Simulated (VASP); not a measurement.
# Zn: single point with PBE

Zn:

```
Zn
1.0
     0.00000    1.96440    1.96440
     1.96440    0.00000    1.96440
     1.96440    1.96440    0.00000
Zn
1
Direct
  0.00000 0.00000 0.00000
```

* Program: VASP 6.6.1
* Task: single point
* Functional: PBE
* Potentials or basis: VASP PAW PBE potentials, release 64 (Zn)
* Cutoff: 520 eV
* k mesh: 18 × 18 × 18
* Occupations: gaussian, width 0.1 eV
* Spin: no spin polarisation
* Dipole correction: no
* Further INCAR settings: ALGO = Normal; EDIFF = 1e-07; NBANDS = 12

```json
{
  "Pressure": "0.3 GPa",
  "Band gap on the k mesh": "zero (band 6 reaches 4.72 eV, above the bottom of band 7 at 1.71 eV)"
}
```

Levels at points of the mesh, in eV from the Fermi level:
```
           k point  band 2  band 3  band 4  band 5  band 6  band 7  band 8  band 9  band 10  band 11
(0.00, 0.00, 0.00)   -7.56   -7.56   -7.56   -7.18   -7.18   18.34   18.34   18.34    18.96    21.12
(0.50, 0.00, 0.00)   -7.56   -7.56   -6.90   -6.90   -2.84   -1.32   15.32   15.32    17.50    19.02
(0.50, 0.50, 0.00)   -8.17   -6.91   -6.82   -6.82   -0.93    1.79    8.50    8.50    12.15    13.31
```

It took 30 s on 1 thread of Intel(R) Xeon(R) Platinum 8259CL CPU @ 2.50GHz (Skylake/Cascade Lake) (shared host), peak memory 0.16 GiB.
